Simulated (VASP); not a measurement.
# Si4Mo2S in VASP: notebook

The runs below take Si4Mo2S through single point, with PBE.

All numbers are computed with VASP 6.6.1; they aren't measurements. Logs are shortened: lines on timing, memory, paths and dates and some standing lists are left out, and cuts for length are marked.

## 1. The cell of the first run

The cell holds a slab with vacuum, 7 atoms: a = 3.217 Å, b = 3.217 Å, c = 21.879 Å, α = 90.00°, β = 90.00°, γ = 90.00°.

## 2. Single point, PBE

Input file INCAR:

```
SYSTEM = Si4Mo2S
ALGO     = Fast           ! electronic algorithm
DIPOL    = 0.5 0.5 0.361
EDIFF    = 1E-6           ! SCF threshold, eV
ENCUT    = 520            ! plane-wave cutoff, eV
GGA      = PE             ! functional
IDIPOL   = 3            
ISIF     = 2              ! what is computed and relaxed
ISMEAR   = 0              ! smearing method
LASPH    = .TRUE.         ! aspherical terms in the spheres
LCHARG   = .FALSE.        ! write CHGCAR
LDIPOL   = .TRUE.       
LREAL    = .FALSE.        ! projectors in reciprocal space
LWAVE    = .FALSE.        ! write WAVECAR
NBANDS   = 34             ! bands
NELM     = 80             ! most SCF steps
PREC     = Accurate       ! precision mode
SIGMA    = 0.1            ! smearing width, eV
```

Input file KPOINTS:

```
k-points
0
G
  8 8 1
  0 0 0
```

Input file POSCAR:

```
Si4Mo2S
1.0
    3.2169717406      0.0000000000      0.0000000000
    0.0000000000      3.2169717406      0.0000000000
    0.0000000000      0.0000000000     21.8787970309
Si Mo S
4 2 1
Direct
    0.0000000000      0.0000000000      0.1828254083
    0.0000000000      0.0000000000      0.3015081460
    0.5000000000      0.5000000000      0.3593659940
    0.5000000000      0.5000000000      0.4743769512
    0.5000000000      0.5000000000      0.2421667771
    0.0000000000      0.0000000000      0.4192862009
    0.7500000000      0.7500000000      0.5508910342
```

Potentials or basis: VASP PAW PBE potentials, release 64 (Si, Mo_sv, S).

Command:

```console
$ cat potpaw_PBE.64/Si/POTCAR potpaw_PBE.64/Mo_sv/POTCAR potpaw_PBE.64/S/POTCAR > POTCAR
$ mpirun -np 1 vasp_std > vasp.out
```

OUTCAR:

```text
SYSTEM = Si4Mo2S
   EDIFF = 1E-6
   ENCUT = 520
   GGA = PE
   ISIF = 2
   ISMEAR = 0
   LASPH = .TRUE.
   LREAL = .FALSE.
   NELM = 80
   PREC = Accurate

 ion  position               nearest neighbor table
   1  0.000  0.000  0.183-   2 2.60   5 2.62   5 2.62   5 2.62   5 2.62
   2  0.000  0.000  0.302-   6 2.58   1 2.60   3 2.60   3 2.60   3 2.60   3 2.60   5 2.62   5 2.62
                             5 2.62   5 2.62
   3  0.500  0.500  0.359-   4 2.52   5 2.56   2 2.60   2 2.60   2 2.60   2 2.60   6 2.63   6 2.63
                             6 2.63   6 2.63
   4  0.500  0.500  0.474-   7 2.02   3 2.52   6 2.57   6 2.57   6 2.57   6 2.57
   5  0.500  0.500  0.242-   3 2.56   1 2.62   1 2.62   1 2.62   1 2.62   2 2.62   2 2.62   2 2.62
                             2 2.62
   6  0.000  0.000  0.419-   4 2.57   4 2.57   4 2.57   4 2.57   2 2.58   3 2.63   3 2.63   3 2.63
                             3 2.63   7 3.10
   7  0.750  0.750  0.551-   4 2.02   6 3.10

  LATTYP: Found a simple tetragonal cell.
 ALAT       =     3.2169717406
 C/A-ratio  =     6.8010535358

  Lattice vectors:

 A1 = (   3.2169717406,   0.0000000000,   0.0000000000)
 A2 = (   0.0000000000,   3.2169717406,   0.0000000000)
 A3 = (   0.0000000000,   0.0000000000,  21.8787970309)

Analysis of symmetry for initial positions (statically):
=====================================================================
 Subroutine PRICEL returns:
 Original cell was already a primitive cell.

 Routine SETGRP: Setting up the symmetry group for a
 simple tetragonal supercell.

 Subroutine GETGRP returns: Found  2 space group operations
 (whereof  2 operations were pure point group operations)
 out of a pool of 16 trial point group operations.

The static configuration has the point symmetry C_1h.

Analysis of symmetry for dynamics (positions and initial velocities):
=====================================================================
 Subroutine PRICEL returns:
 Original cell was already a primitive cell.

 Routine SETGRP: Setting up the symmetry group for a
 simple tetragonal supercell.

 Subroutine GETGRP returns: Found  2 space group operations
 (whereof  2 operations were pure point group operations)
 out of a pool of 16 trial point group operations.

The dynamic configuration has the point symmetry C_1h.

 Subroutine INISYM returns: Found  2 space group operations
 (whereof  2 operations are pure point group operations),
 and found     1 'primitive' translations

----------------------------------------------------------------------------------------

                                     Primitive cell

  volume of cell :     226.4216

  direct lattice vectors                    reciprocal lattice vectors
     3.216971741  0.000000000  0.000000000     0.310851347  0.000000000  0.000000000
     0.000000000  3.216971741  0.000000000     0.000000000  0.310851347  0.000000000
     0.000000000  0.000000000 21.878797031     0.000000000  0.000000000  0.045706352

  length of vectors
     3.216971741  3.216971741 21.878797031     0.310851347  0.310851347  0.045706352

  position of ions in fractional coordinates (direct lattice)
     0.000000000  0.000000000  0.182825408
     0.000000000  0.000000000  0.301508146
     0.500000000  0.500000000  0.359365994
     0.500000000  0.500000000  0.474376951
     0.500000000  0.500000000  0.242166777
     0.000000000  0.000000000  0.419286201
     0.750000000  0.750000000  0.550891034

  ion indices of the primitive-cell ions
   primitive index   ion index
                 1           1
                 2           2
                 3           3
                 4           4
                 5           5
                 6           6
                 7           7

----------------------------------------------------------------------------------------

 KPOINTS: k-points

Automatic generation of k-mesh.
 Grid dimensions read from file:
 generate k-points for:    8    8    1

 Generating k-lattice:

  Cartesian coordinates                     Fractional coordinates (reciprocal lattice)
     0.038856418  0.000000000  0.000000000     0.125000000  0.000000000  0.000000000
     0.000000000  0.038856418  0.000000000     0.000000000  0.125000000  0.000000000
     0.000000000  0.000000000  0.045706352     0.000000000  0.000000000  1.000000000

  Length of vectors
     0.038856418  0.038856418  0.045706352

  Shift w.r.t. Gamma in fractional coordinates (k-lattice)
     0.000000000  0.000000000  0.000000000

 Subroutine IBZKPT returns following result:
 ===========================================

 Found     21 irreducible k-points:

 Following reciprocal coordinates:
            Coordinates               Weight
  0.000000  0.000000  0.000000      1.000000
  0.125000  0.000000  0.000000      4.000000
  0.250000  0.000000  0.000000      4.000000
  0.375000  0.000000  0.000000      4.000000
  0.500000  0.000000  0.000000      2.000000
  0.125000  0.125000  0.000000      2.000000
[... 13 lines left out ...]
  0.500000  0.375000  0.000000      4.000000
  0.500000  0.500000  0.000000      1.000000
   k-points           NKPTS =     21   k-points in BZ     NKDIM =     21   number of bands    NBANDS=     34
   number of dos      NEDOS =    301   number of ions     NIONS =      7
   total plane-waves  NPLWV =  96768
   dimension x,y,z NGX =    24 NGY =   24 NGZ =  168
   dimension x,y,z NGXF=    48 NGYF=   48 NGZF=  336
   ions per type =               4   2   1
   NGX,Y,Z   is equivalent  to a cutoff of  12.40, 12.40, 12.77 a.u.
   NGXF,Y,Z  is equivalent  to a cutoff of  24.81, 24.81, 25.53 a.u.
 SYSTEM =  Si4Mo2S
   PREC   = accura    normal or accurate (medium, high low for compatibility)
   ISTART =      0    job   : 0-new  1-cont  2-samecut
   ICHARG =      2    charge: 1-file 2-atom 10-const
   ISPIN  =      1    spin polarized calculation?
   LNONCOLLINEAR =      F non collinear calculations
   LSORBIT =      F    spin-orbit coupling
   LASPH  =      T    aspherical Exc in radial PAW
   ENCUT  =  520.0 eV  38.22 Ry    6.18 a.u.   5.98  5.98 40.68*2*pi/ulx,y,z
   NELM   =     80;   NELMIN=  2; NELMDL= -5     # of ELM steps
   EDIFF  = 0.1E-05   stopping-criterion for ELM
   LREAL  =      F    real-space projection
   EDIFFG = 0.1E-04   stopping-criterion for IOM
   NSW    =      0    number of steps for IOM
   IBRION =     -1    ionic relax: 0-MD 1-quasi-New 2-CG
   NFREE  =      0    steps in history (QN), initial steepest desc. (CG)
   ISIF   =      2    stress and relaxation
   ISYM   =      2    0-nonsym 1-usesym 2-fastsym
   POTIM  = 0.5000    time-step for ionic-motion
   TEBEG  =    0.0;   TEEND  =   0.0 temperature during run
   PSTRESS=    0.0 pullay stress
   NELECT =      50.0000    total number of electrons
   NUPDOWN=      -1.0000    fix difference up-down
   EMIN   =  10.00;   EMAX   =-10.00  energy-range for DOS
   EFERMI =   0.00;   METHOD = LEGACY
   ISMEAR =     0;   SIGMA  =   0.10  broadening in eV -4-tet -1-fermi 0-gaus
   EFERMI_NEDOS =   21; number of points for ismear=-14 and -15
   IALGO  =     68    algorithm
   IMIX   =      4    mixing-type and parameters
     AMIX     =   0.40;   BMIX     =  1.00
     AMIX_MAG =   1.60;   BMIX_MAG =  1.00
  volume/ion in A,a.u.               =      32.35       218.28
  Fermi-wavevector in a.u.,A,eV,Ry     =   0.989522  1.869926 13.322200  0.979154
  Thomas-Fermi vector in A             =   2.121127
   LORBIT       =      0    0 simple, 1 ext, 2 COOP (PROOUT), +10 PAW based schemes
   GGA     = PE    functional components
   LHFCALC =     F    Hartree Fock is set to
   AEXX    =    0.0000 exact exchange contribution
   IVDW    =     0    specifies the selected vdW correction
   LEPSILON=     F    determine dielectric tensor
   LRPA    =     F    only Hartree local field effects (RPA)
 non-spin polarized calculation
 RMM-DIIS sequential band-by-band and
 Gauss-broadening in eV      SIGMA  =   0.10
  energy-cutoff  :      520.00
  volume of cell :      226.42
 maximum number of plane-waves:      6156
   NGX = 11   NGY = 11   NGZ = 81

 dipolmoment           0.000000      0.000000     -0.041700 electrons x Angstroem

 number of electron      50.0000006 magnetization

 dipolmoment           0.000000      0.000000      0.046940 electrons x Angstroem

 Free energy of the ion-electron system (eV)
  ---------------------------------------------------
  ext. energy  EPLUGINS =         0.00000000
  ---------------------------------------------------
  free energy    TOTEN  =       -48.14059285 eV

  energy without entropy =      -48.13044744  energy(sigma->0) =      -48.13552015

 E-fermi :   1.9912     XC(G=0):  -6.0733

 val. band max:        1.9596444016   @ k =   0.3750   0.0000   0.0000
 cond. band min:       2.0847879097   @ k =   0.5000   0.0000   0.0000
 fundamental gap:      0.1251435081
 Fermi energy:         1.9912459993

 k-point     1 :       0.0000    0.0000    0.0000
  band No.  band energies     occupation
      1     -58.6737      2.00000
      2     -58.5216      2.00000
      3     -32.8654      2.00000
      4     -32.7388      2.00000
      5     -32.7348      2.00000
      6     -32.6792      2.00000
[... 26 lines left out ...]
     33       6.1593      0.00000
     34       6.3531      0.00000

 k-point     2 :       0.1250    0.0000    0.0000
  band No.  band energies     occupation
      1     -58.6712      2.00000
      2     -58.5191      2.00000
      3     -32.8648      2.00000
      4     -32.7697      2.00000
      5     -32.7332      2.00000
      6     -32.6750      2.00000
[... 26 lines left out ...]
     33       6.3641      0.00000
     34       6.4718      0.00000
[... 664 lines left out ...]
     33       6.1246      0.00000
     34       6.3973      0.00000

 k-point    21 :       0.5000    0.5000    0.0000
  band No.  band energies     occupation
      1     -58.6399      2.00000
      2     -58.4883      2.00000
      3     -32.9717      2.00000
      4     -32.9418      2.00000
      5     -32.7902      2.00000
      6     -32.7890      2.00000
[... 26 lines left out ...]
     33       6.0988      0.00000
     34       6.3743      0.00000

------------------------ aborting loop because EDIFF is reached ----------------------------------------

 vacuum level on the upper side and lower side of the slab       (xc-potential included)         0.387        -0.411

  FORCE on cell =-STRESS in cart. coord.  units (eV):
  Direction    XX          YY          ZZ          XY          YZ          ZX
  --------------------------------------------------------------------------------------
  -------------------------------------------------------------------------------------
  Total        1.6753938      1.6753938     -0.5861317     -0.3236391      0.7529328      0.7529327
  in kB       11.8552182     11.8552182     -4.1475137     -2.2900955      5.3278114      5.3278111
  external PRESSURE =       6.5209743 kB  Pullay stress =       0.0000000 kB

 VOLUME and BASIS-vectors are now :
 -----------------------------------------------------------------------------
  energy-cutoff  :      520.00
  volume of cell :      226.42
      direct lattice vectors                 reciprocal lattice vectors
     3.216971741  0.000000000  0.000000000     0.310851347  0.000000000  0.000000000
     0.000000000  3.216971741  0.000000000     0.000000000  0.310851347  0.000000000
     0.000000000  0.000000000 21.878797031     0.000000000  0.000000000  0.045706352

 POSITION                                       TOTAL-FORCE (eV/Angst)
 -----------------------------------------------------------------------------------
      0.00000      0.00000      4.00000        -0.016813     -0.016813      0.608429
      0.00000      0.00000      6.59664         0.019917      0.019917     -0.635980
      1.60849      1.60849      7.86250        -0.057207     -0.057207     -0.274835
      1.60849      1.60849     10.37880        -0.677339     -0.677339      0.139452
      1.60849      1.60849      5.29832         0.027163      0.027163     -0.132200
      0.00000      0.00000      9.17348         0.161004      0.161004      0.326850
      2.41273      2.41273     12.05283         0.543276      0.543276     -0.031716
 -----------------------------------------------------------------------------------
    total drift:                               -0.000088     -0.000088      0.000345

  FREE ENERGIE OF THE ION-ELECTRON SYSTEM (eV)
  ---------------------------------------------------
  free  energy   TOTEN  =       -48.1405928547 eV

  energy  without entropy=      -48.1304474435  energy(sigma->0) =      -48.13552015

 vacuum level on the upper side and lower side of the slab         7.327         6.508
```

Wall time 6.5 min (1 thread of Oxide Virtual Turin-like, shared host); peak memory 0.35 GiB.

Results:

```yaml
Free_energy: -48.1406 eV
Largest_force: 0.968 eV/Å
Band_gap_on_the_k_mesh: zero (bands 25 and 26 overlap by 0.43 eV)
```

Forces on the atoms (eV/Å):
```
Si  -0.017 -0.017  0.608
Si   0.020  0.020 -0.636
Si  -0.057 -0.057 -0.275
Si  -0.677 -0.677  0.139
Mo   0.027  0.027 -0.132
Mo   0.161  0.161  0.327
S    0.543  0.543 -0.032
```

Levels at points of the mesh, in eV from the Fermi level:
```csv
k point,band 23,band 24,band 25,band 26,band 27,band 28
"(0.00, 0.00, 0.00)",-0.12,-0.11,0.39,0.69,0.92,0.98
"(0.50, 0.00, 0.00)",-0.42,-0.28,-0.20,0.09,0.61,2.26
"(0.50, 0.50, 0.00)",-1.71,-1.37,-1.23,0.32,1.50,2.01
```

## 3. Single point, PBE

Input file INCAR:

```
SYSTEM = Si4Mo2S
PREC = Accurate
ENCUT = 520
EDIFF = 1E-7
ISMEAR = 0
SIGMA = 0.1
LREAL = .FALSE.
LASPH = .TRUE.
NELM = 60
ALGO = Fast
ISIF = 2
LWAVE = .FALSE.
LCHARG = .FALSE.
LDIPOL = .TRUE.
IDIPOL = 3
DIPOL = 0.5 0.5 0.364
GGA = PE
NBANDS = 34
```

Input file KPOINTS:

```
Automatic mesh
0
G
  8 8 1
  0 0 0
```

Edit POSCAR of step 2 so:

```diff
@@ -14,2 +14,2 @@
     0.0000000000      0.0000000000      0.4192862009
-    0.7500000000      0.7500000000      0.5508910342
+    0.6250000000      0.6250000000      0.5660584536
```

Potentials or basis: VASP PAW PBE potentials, release 64 (Si, Mo_sv, S).

Command:

```console
$ cat potpaw_PBE.64/Si/POTCAR potpaw_PBE.64/Mo_sv/POTCAR potpaw_PBE.64/S/POTCAR > POTCAR
$ mpirun -np 1 vasp_std > vasp.out
```

It took 6.4 min on 1 thread of Oxide Virtual Turin-like, shared host; peak memory 0.35 GiB.

It converged, with:

* Free energy: -48.0932 eV
* Largest force: 1.068 eV/Å
* Band gap on the k mesh: zero (bands 25 and 26 overlap by 0.60 eV)

Forces on the atoms (eV/Å):
```
Si  -0.003 -0.003  0.603
Si   0.005  0.005 -0.494
Si   0.005  0.005 -0.141
Si  -0.008 -0.008  1.068
Mo   0.004  0.004 -0.150
Mo   0.163  0.163 -0.844
S   -0.166 -0.166 -0.042
```

Levels at points of the mesh, in eV from the Fermi level:
```tsv
k point	band 23	band 24	band 25	band 26	band 27	band 28
(0.00, 0.00, 0.00)	0.05	0.15	0.44	0.64	0.97	1.27
(0.50, 0.00, 0.00)	-0.60	-0.32	-0.25	-0.16	0.63	2.30
(0.50, 0.50, 0.00)	-1.83	-1.37	-1.35	0.34	1.13	2.36
```

## 4. Single point, PBE

Input file INCAR:

```
SYSTEM = Si4Mo2S
PREC = Accurate
ENCUT = 520
EDIFF = 1E-6
ISMEAR = 0
SIGMA = 0.1
LREAL = .False.
LASPH = .True.
NELM = 80
ALGO = Fast
ISIF = 2
LWAVE = .False.
LCHARG = .False.
LDIPOL = .True.
IDIPOL = 3
DIPOL = 0.5 0.5 0.359
GGA = PE
NBANDS = 34
```

Input file KPOINTS:

```
Automatic mesh
0
Gamma
  8 8 1
  0 0 0
```

Edit POSCAR of step 3 so:

```diff
@@ -14,2 +14,2 @@
     0.0000000000      0.0000000000      0.4192862009
-    0.6250000000      0.6250000000      0.5660584536
+    0.8750000000      0.8750000000      0.5348272110
```

Command:

```console
$ cat potpaw_PBE.64/Si/POTCAR potpaw_PBE.64/Mo_sv/POTCAR potpaw_PBE.64/S/POTCAR > POTCAR
$ mpirun -np 1 vasp_std > vasp.out
```

It took 8 min on 1 thread of Oxide Virtual Turin-like, shared host; peak memory 0.35 GiB.

Results (log left out):

```
Free energy            : -48.6047 eV
Largest force          : 1.045 eV/Å
Band gap on the k mesh : zero (bands 25 and 26 overlap by 0.49 eV)
```

Forces on the atoms (eV/Å):
```
Si   0.012  0.012  0.626
Si  -0.003 -0.003 -0.669
Si  -0.020 -0.020 -0.348
Si  -0.317 -0.317  0.945
Mo  -0.006 -0.006 -0.381
Mo   0.250  0.250 -0.147
S    0.083  0.083 -0.026
```

Levels at points of the mesh, in eV from the Fermi level:
```csv
k point,band 22,band 23,band 24,band 25,band 26,band 27,band 28,band 29
"(0.00, 0.00, 0.00)",-0.70,-0.20,0.24,0.47,0.74,0.94,1.24,1.70
"(0.50, 0.00, 0.00)",-1.71,-1.08,-0.17,-0.14,0.04,2.09,2.37,2.56
"(0.50, 0.50, 0.00)",-1.82,-1.62,-1.49,-0.88,0.03,1.20,2.28,2.39
```

## 5. The runs side by side

```csv
cell,further INCAR settings,gap on the mesh (eV),largest force (eV/Å)
"as given, atomic positions A",ALGO = Fast; EDIFF = 1e-06; NBANDS = 34,none,0.97
"as given, atomic positions B",ALGO = Fast; EDIFF = 1e-07; NBANDS = 34,none,1.07
"as given, atomic positions C",ALGO = Fast; EDIFF = 1e-06; NBANDS = 34,none,1.05
```

Alike in all rows: task single point; level PBE; potentials or basis VASP PAW PBE potentials, release 64 (Si, Mo_sv, S); no spin polarisation; k mesh 8 × 8 × 1; cutoff (eV) 520; smearing gaussian 0.1 eV.

Absolute energies hang on the potentials; compare differences alone.

The gap in the log of VASP goes by the Fermi energy; the results here count the filled bands.